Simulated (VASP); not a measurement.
# MnI2 (P-3m1) in VASP: a series of runs, part 3 of 3

VASP 6.6.1. The steps go on from the part before.

## (5) Single point, LDA+U, collinear spin, ferromagnetic start

Input file INCAR:

```
SYSTEM = MnI2
  PREC = Accurate
  ENCUT = 520
  EDIFF = 1E-7
  ISMEAR = 0
  SIGMA = 0.05
  LREAL = .FALSE.
  LASPH = .TRUE.
  NELM = 150
  ALGO = Normal
  ISIF = 2
  LWAVE = .FALSE.
  LCHARG = .FALSE.
  ISPIN = 2
  MAGMOM = 5.19 5.19 0.17 0.17 0.17 0.17
  LORBIT = 11
  NUPDOWN = 11.0
  LMAXMIX = 4
  LDAU = .TRUE.
  LDAUTYPE = 2
  LDAUL = 2 -1
  LDAUU = 4 0
  LDAUJ = 0 0
  LDAUPRINT = 1
  NBANDS = 40
```

Input file KPOINTS:

```
regular mesh
0
G
  5 5 2
  0 0 0
```

Input file POSCAR:

```
MnI2
1.0
    4.1600013200      0.0000000000      0.0000000000
   -2.0800006600      3.6026668200      0.0000000000
    0.0000000000      0.0000000000     13.6399982000
Mn I
2 4
Direct
    0.0000000000      0.0000000000      0.0000000000
    0.0000000000      0.0000000000      0.5000000000
    0.3333333333      0.6666666667      0.1250000000
    0.6666666667      0.3333333333      0.3750000000
    0.3333333333      0.6666666667      0.6250000000
    0.6666666667      0.3333333333      0.8750000000
```

Potentials or basis: VASP PAW LDA potentials, release 64 (Mn_pv, I).

Started as:

```
$ cat potpaw_LDA.64/Mn_pv/POTCAR potpaw_LDA.64/I/POTCAR > POTCAR
$ mpirun -np 1 vasp_std > vasp.out
```

OUTCAR:

```text
SYSTEM = MnI2
   PREC = Accurate
   ENCUT = 520
   EDIFF = 1E-7
   ISMEAR = 0
   LREAL = .FALSE.
   LASPH = .TRUE.
   NELM = 150
   ISIF = 2
   ISPIN = 2
   LORBIT = 11
   NUPDOWN = 11.0

 ion  position               nearest neighbor table
   1  0.000  0.000  0.000-   3 2.95   6 2.95   6 2.95   3 2.95   6 2.95   3 2.95
   2  0.000  0.000  0.500-   5 2.95   4 2.95   5 2.95   4 2.95   4 2.95   5 2.95
   3  0.333  0.667  0.125-   1 2.95   1 2.95   1 2.95
   4  0.667  0.333  0.375-   2 2.95   2 2.95   2 2.95
   5  0.333  0.667  0.625-   2 2.95   2 2.95   2 2.95
   6  0.667  0.333  0.875-   1 2.95   1 2.95   1 2.95

  LATTYP: Found a hexagonal cell.
 ALAT       =     4.1600013200
 C/A-ratio  =     3.2788446808

  Lattice vectors:

 A1 = (   4.1600013200,   0.0000000000,   0.0000000000)
 A2 = (  -2.0800006600,   3.6026668200,   0.0000000000)
 A3 = (   0.0000000000,   0.0000000000,  13.6399982000)

Analysis of symmetry for initial positions (statically):
=====================================================================
 Subroutine PRICEL returns following result:

  LATTYP: Found a hexagonal cell.
 ALAT       =     4.1600013200
 C/A-ratio  =     1.6394223404
[... 12 lines left out ...]
 Subroutine GETGRP returns: Found 12 space group operations
 (whereof 12 operations were pure point group operations)
 out of a pool of 24 trial point group operations.

The static configuration has the point symmetry D_3d.

Analysis of symmetry for dynamics (positions and initial velocities):
=====================================================================
 Subroutine PRICEL returns following result:

  LATTYP: Found a hexagonal cell.
 ALAT       =     4.1600013200
 C/A-ratio  =     1.6394223404
[... 12 lines left out ...]
 Subroutine GETGRP returns: Found 12 space group operations
 (whereof 12 operations were pure point group operations)
 out of a pool of 24 trial point group operations.

The dynamic configuration has the point symmetry D_3d.

Analysis of structural, dynamic, and magnetic symmetry:
=====================================================================
 Subroutine PRICEL returns following result:

  LATTYP: Found a hexagonal cell.
 ALAT       =     4.1600013200
 C/A-ratio  =     1.6394223404
[... 12 lines left out ...]
 Subroutine GETGRP returns: Found 12 space group operations
 (whereof 12 operations were pure point group operations)
 out of a pool of 24 trial point group operations.

The overall configuration has the point symmetry D_3d.

 Subroutine INISYM returns: Found 12 space group operations
 (whereof 12 operations are pure point group operations),
 and found     2 'primitive' translations

----------------------------------------------------------------------------------------

                                     Primitive cell

[... 169 lines left out ...]
  0.0000  0.0000  0.0112  0.0000 -0.0000
 -0.0288  0.0000  0.0000  0.0513  0.0000
  0.0000 -0.0288 -0.0000  0.0000  0.0313

 occupancies and eigenvectors

  o =  0.0108  v =  0.0000  0.0000  0.0000  0.0000  0.0000  0.0000  0.5794  0.0000  0.0000  0.8150      0.0000  0.0000  0.0000  0.0000  0.0000  0.0000  0.0000  0.0000  0.0000  0.0000
  o =  0.0108  v =  0.0000  0.0000  0.0000  0.0000  0.0000 -0.8150  0.0000  0.0000 -0.5794  0.0000      0.0000  0.0000  0.0000  0.0000  0.0000  0.0000  0.0000  0.0000  0.0000  0.0000
  o =  0.0112  v =  0.0000  0.0000  0.0000  0.0000  0.0000  0.0000 -0.0000  1.0000  0.0000 -0.0000      0.0000  0.0000  0.0000  0.0000  0.0000  0.0000  0.0000  0.0000  0.0000  0.0000
  o =  0.0718  v =  0.0000  0.0000  0.0000  0.0000  0.0000  0.0000  0.8150  0.0000 -0.0000 -0.5794      0.0000  0.0000  0.0000  0.0000  0.0000  0.0000  0.0000  0.0000  0.0000  0.0000
  o =  0.0718  v =  0.0000  0.0000  0.0000  0.0000  0.0000 -0.5794  0.0000  0.0000  0.8150 -0.0000      0.0000  0.0000  0.0000  0.0000  0.0000  0.0000  0.0000  0.0000  0.0000  0.0000
  o =  0.9314  v =  0.0000  0.5630  0.0000  0.0000  0.8265  0.0000  0.0000  0.0000  0.0000  0.0000      0.0000  0.0000  0.0000  0.0000  0.0000  0.0000  0.0000  0.0000  0.0000  0.0000
  o =  0.9314  v = -0.8265  0.0000  0.0000 -0.5630  0.0000  0.0000  0.0000  0.0000  0.0000  0.0000      0.0000  0.0000  0.0000  0.0000  0.0000  0.0000  0.0000  0.0000  0.0000  0.0000
  o =  0.9315  v =  0.0000  0.0000 -1.0000  0.0000  0.0000  0.0000  0.0000  0.0000  0.0000  0.0000      0.0000  0.0000  0.0000  0.0000  0.0000  0.0000  0.0000  0.0000  0.0000  0.0000
  o =  0.9509  v =  0.0000 -0.8265 -0.0000 -0.0000  0.5630  0.0000  0.0000  0.0000  0.0000  0.0000      0.0000  0.0000  0.0000  0.0000  0.0000  0.0000  0.0000  0.0000  0.0000  0.0000
  o =  0.9509  v = -0.5630 -0.0000 -0.0000  0.8265  0.0000  0.0000  0.0000  0.0000  0.0000  0.0000      0.0000  0.0000  0.0000  0.0000  0.0000  0.0000  0.0000  0.0000  0.0000  0.0000

 number of electron      54.0000011 magnetization      11.0003048

 Free energy of the ion-electron system (eV)
  ---------------------------------------------------
  ext. energy  EPLUGINS =         0.00000000
  ---------------------------------------------------
  free energy    TOTEN  =       -24.76817754 eV

  energy without entropy =      -24.76248951  energy(sigma->0) =      -24.76533353

 E-fermi :   2.3179     XC(G=0):  -8.9568

 val. band max:        6.2023112159   @ k =   0.4000   0.2000   0.0000
 cond. band min:       2.3405433871   @ k =   0.2000   0.0000   0.5000
 fundamental gap:     -3.8617678287
 Fermi energy:         6.2331575288

 spin component 1

 k-point     1 :       0.0000    0.0000    0.0000
  band No.  band energies     occupation
      1     -46.5743      1.00000
      2     -46.5743      1.00000
      3     -46.5743      1.00000
      4     -46.5743      1.00000
      5     -46.5714      1.00000
      6     -46.5714      1.00000
[... 409 lines left out ...]
     38       9.0680      0.00000
     39       9.4768      0.00000
 Fermi energy:         2.3178942587

 spin component 2

 k-point     1 :       0.0000    0.0000    0.0000
  band No.  band energies     occupation
      1     -42.0633      1.00000
      2     -42.0633      1.00000
      3     -42.0633      1.00000
      4     -42.0633      1.00000
      5     -42.0607      1.00000
      6     -42.0607      1.00000
[... 409 lines left out ...]
     38       9.5361      0.00000
     39      10.2699      0.00000
 [bands above 39 left out]

------------------------ aborting loop because EDIFF is reached ----------------------------------------

  FORCE on cell =-STRESS in cart. coord.  units (eV):
  Direction    XX          YY          ZZ          XY          YZ          ZX
  --------------------------------------------------------------------------------------
  -------------------------------------------------------------------------------------
  Total       -2.4138621     -2.4138621     -2.0089513      0.0000000     -0.0000000      0.0000000
  in kB      -18.9186939    -18.9186938    -15.7451976      0.0000000     -0.0000000      0.0000000
  external PRESSURE =     -17.8608618 kB  Pullay stress =       0.0000000 kB

 VOLUME and BASIS-vectors are now :
 -----------------------------------------------------------------------------
  energy-cutoff  :      520.00
  volume of cell :      204.42
      direct lattice vectors                 reciprocal lattice vectors
     4.160001320  0.000000000  0.000000000     0.240384539  0.138786078  0.000000000
    -2.080000660  3.602666820  0.000000000     0.000000000  0.277572157  0.000000000
     0.000000000  0.000000000 13.639998200     0.000000000  0.000000000  0.073313793

 POSITION                                       TOTAL-FORCE (eV/Angst)
 -----------------------------------------------------------------------------------
      0.00000      0.00000      0.00000         0.000000      0.000000     -0.000000
      0.00000      0.00000      6.82000         0.000000      0.000000     -0.000000
     -0.00000      2.40178      1.70500        -0.000000      0.000000     -0.134809
      2.08000      1.20089      5.11500        -0.000000     -0.000000      0.134809
     -0.00000      2.40178      8.52500         0.000000      0.000000     -0.134809
      2.08000      1.20089     11.93500        -0.000000     -0.000000      0.134809
 -----------------------------------------------------------------------------------
    total drift:                               -0.000000     -0.000000      0.000000

  FREE ENERGIE OF THE ION-ELECTRON SYSTEM (eV)
  ---------------------------------------------------
  free  energy   TOTEN  =       -24.7681775379 eV

  energy  without entropy=      -24.7624895135  energy(sigma->0) =      -24.76533353

 total charge

# of ion       s       p       d       tot
------------------------------------------
    1        0.272   6.134   4.857  11.263
    2        0.272   6.134   4.857  11.263
    3        1.519   2.746   0.022   4.287
    4        1.519   2.746   0.022   4.287
    5        1.519   2.746   0.022   4.287
    6        1.519   2.746   0.022   4.287
--------------------------------------------------
tot          6.622  23.252   9.801  39.674

 magnetization (x)

# of ion       s       p       d       tot
------------------------------------------
    1        0.093   0.027   4.509   4.629
    2        0.093   0.027   4.509   4.629
    3        0.010   0.129   0.010   0.149
    4        0.010   0.129   0.010   0.149
    5        0.010   0.129   0.010   0.149
    6        0.010   0.129   0.010   0.149
--------------------------------------------------
tot          0.224   0.571   9.057   9.853
```

Wall time 5.3 min (1 thread of Intel Xeon 8259CL, shared host); peak memory 0.34 GiB.

What came out:

```
Free energy                                           : -24.7682 eV
Pressure                                              : -1.8 GPa
Largest force                                         : 0.135 eV/Å
Net moment                                            : 11.00 μB per cell
Site moments                                          : Mn +4.63; I +0.15 μB
Valence electrons inside the program's atomic spheres : Mn 11.26; I 4.29
```

Forces on the atoms (eV/Å):
```
Mn   0.000  0.000  0.000
Mn   0.000  0.000  0.000
I    0.000  0.000 -0.135
I    0.000  0.000  0.135
I    0.000  0.000 -0.135
I    0.000  0.000  0.135
```

Stress tensor (GPa, compression positive):
```
-1.89  0.00  0.00
 0.00 -1.89  0.00
 0.00  0.00 -1.57
```

Eigenvalues of the final occupation matrices:
| site | spin | trace | eigenvalues |
| --- | --- | --- | --- |
| site 1 d | 1 | 4.70 | 0.93 0.93 0.93 0.95 0.95 |
| site 1 d | 2 | 0.18 | 0.01 0.01 0.01 0.07 0.07 |
| site 2 d | 1 | 4.70 | 0.93 0.93 0.93 0.95 0.95 |
| site 2 d | 2 | 0.18 | 0.01 0.01 0.01 0.07 0.07 |

Caveat: spin-orbit coupling is left out, which moves the levels of the heavy elements; the total moment is fixed, so each spin has its own Fermi level and the state may be an excited one.

## (6) Summary

```csv
spin,fixed moment (μB),gap on the mesh (eV),pressure (GPa),moment (μB),largest force (eV/Å)
"collinear, ferromagnetic start",-,2.28,-2.7,10.01,0.45
"collinear, ferrimagnetic start",-,2.37,-2.7,0.00,0.45
"collinear, ferromagnetic start",11.0,-,-1.8,11.00,0.13
```

Alike in all rows: task single point; level LDA+U; potentials or basis VASP PAW LDA potentials, release 64 (Mn_pv, I); Mn d U = 4.0 eV; cell as given; k mesh 5 × 5 × 2; cutoff (eV) 520; smearing gaussian 0.05 eV.

Caveats: spin-orbit coupling is left out, which moves the levels of the heavy elements; the total moment is fixed, so each spin has its own Fermi level and the state may be an excited one (at least some runs).

Absolute energies hang on the potentials; compare differences alone.
